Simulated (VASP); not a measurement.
A run of VASP 6.6.1 is set up as follows.

Contents of INCAR:

```
PREC     = Accurate       # precision mode
ENCUT    = 520            # plane-wave cutoff, eV
EDIFF    = 1E-6           # SCF threshold, eV
ISMEAR   = -1             # smearing method
SIGMA    = 0.05           # smearing width, eV
LREAL    = False          # projectors in reciprocal space
LASPH    = True           # aspherical terms in the spheres
NELM     = 60             # most SCF steps
ALGO     = Normal         # electronic algorithm
ISIF     = 2              # what is computed and relaxed
LWAVE    = False          # write WAVECAR
LCHARG   = False          # write CHGCAR
GGA      = PE             # functional
NBANDS   = 19             # bands
```

The input KPOINTS:

```
Automatic mesh
0
Gamma
  10 10 5
```

Contents of POSCAR:

```
ScNb
1.0
    3.0030626305      0.0000000000      0.0000000000
   -1.5015313152      2.6007285271      0.0000000000
    0.0000000000      0.0000000000      4.9686507831
Nb Sc
1 1
Direct
    0.3333333333      0.6666666667      0.5000000000
    0.0000000000      0.0000000000      0.0000000000
```

Potentials or basis: VASP PAW PBE potentials, release 64 (Nb_sv, Sc_sv).

The run is started by

```sh
$ cat potpaw_PBE.64/Nb_sv/POTCAR potpaw_PBE.64/Sc_sv/POTCAR > POTCAR
$ mpirun -np 1 vasp_std > vasp.out
```

Estimate the band gap on the k mesh.

zero (bands 12 and 13 overlap by 0.89 eV).

What does it give for the pressure?

6.7 GPa.

Stress tensor (GPa, compression positive):
```
6.83 0.00 0.00
0.00 6.83 0.00
0.00 0.00 6.53
```

Caveat: the cell stands under pressure.
